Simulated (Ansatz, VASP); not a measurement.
**Two plane-wave programs on C**

INCAR

```
SYSTEM = C
ALGO = Normal
EDIFF = 1E-7
ENCUT = 520
GGA = PE
ISIF = 2
ISMEAR = -1
LASPH = .TRUE.
LCHARG = .FALSE.
LREAL = .FALSE.
LWAVE = .FALSE.
NBANDS = 16
NELM = 60
PREC = Accurate
SIGMA = 0.05
```

The input KPOINTS:

```
k-points
0
G
  12 12 4
  0 0 0
```

File POSCAR:

```
C
1.0
    1.2442083491     -2.1550526854      0.0000000000
    1.2442083491      2.1550526854      0.0000000000
    0.0000000000      0.0000000000      7.2676636872
C
4
Direct
    0.9166205400      0.0833794600      0.7531376000
    0.4166205400      0.5833794600      0.2468624000
    0.0833794600      0.9166205400      0.2468624000
    0.5833794600      0.4166205400      0.7531376000
```

input.yaml

```yaml
crystal:
  lattice:
    - [1.2442083491, -2.1550526854, 0.0]
    - [1.2442083491, 2.1550526854, 0.0]
    - [0.0, 0.0, 7.2676636872]
  atoms:
    - { symbol: C, position: [0.91662054, 0.08337946, 0.7531376] }
    - { symbol: C, position: [0.41662054, 0.58337946, 0.2468624] }
    - { symbol: C, position: [0.08337946, 0.91662054, 0.2468624] }
    - { symbol: C, position: [0.58337946, 0.41662054, 0.7531376] }
hamiltonian:
  xc: pbe
  pseudopotentials: { kind: paw }
kpoints:
  mp_grid: { grid: [12, 12, 4] }
scf:
  occupations: { method: fermi_dirac, width: 0.05 }
output:
  forces: true
  stress: true
  eigenvalues: true
  write_density: true
  write_potential: true
  elf: true
  volumetric_format: npy
```

Alike in both runs: task single point; functional PBE; k mesh 12 × 12 × 4; occupations fermi-dirac, width 0.05 eV; no spin polarisation.

|  | VASP | Ansatz |
| --- | --- | --- |
| version | VASP 6.6.1 | Ansatz 0.2.0 |
| potentials or method | VASP PAW PBE potentials, release 64 (C) | Ansatz PAW |
| plane-wave cutoff (eV) | 520 | 420 |
| valence electrons in the cell | 16 | 16 |

|  | VASP | Ansatz | Ansatz less VASP |
| --- | --- | --- | --- |
| gap on the k mesh at the Fermi level (eV) | 0.02 | 0.02 | 0.000 |
| least direct gap on the mesh (eV) | 0.02 | 0.02 | 0.000 |
| pressure (GPa) | -5.7 | -6.1 | -0.39 |
| traceless stress, the component that is largest in VASP (GPa) | 6.98 | 7.46 | +0.474 |
| rms of the force components (eV/Å) | 0.013 | 0.013 | 0.0000 |

Atom by atom the forces differ by 0.000 eV/Å (rms over components).
